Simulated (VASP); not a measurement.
W8C8F, 17 atoms in the cell. The cell holds a slab with vacuum, 17 atoms: a = 5.678 Å, b = 5.678 Å, c = 15.183 Å, α = 90.00°, β = 90.00°, γ = 120.00°. 

```yaml
Program: VASP 6.6.1
Task: single point
Functional: PBE
Potentials_or_basis: VASP PAW PBE potentials, release 64 (W_sv, C, F)
Cutoff: 520 eV
k_mesh: 4 × 4 × 1
Occupations: gaussian, width 0.1 eV
Spin: no spin polarisation
Dipole_correction: no
Further_INCAR_settings: LREAL = Auto; ALGO = Normal; EDIFF = 1e-07; NBANDS = 90
```

Potentials or basis: VASP PAW PBE potentials, release 64 (W_sv, C, F).

Launch:

```console
$ cat potpaw_PBE.64/W_sv/POTCAR potpaw_PBE.64/C/POTCAR potpaw_PBE.64/F/POTCAR > POTCAR
$ mpirun -np 1 vasp_std > vasp.out
```

Hardware: 1 thread of Intel(R) Xeon(R) Platinum 8488C (Sapphire Rapids), on a shared host.

Problem. How long does it take, and how much memory?

Solution. Run time: 18 min on 1 thread of Intel(R) Xeon(R) Platinum 8488C (Sapphire Rapids), on a shared host, peak memory 0.61 GiB. Counts: scf iterations 31, k points 10.
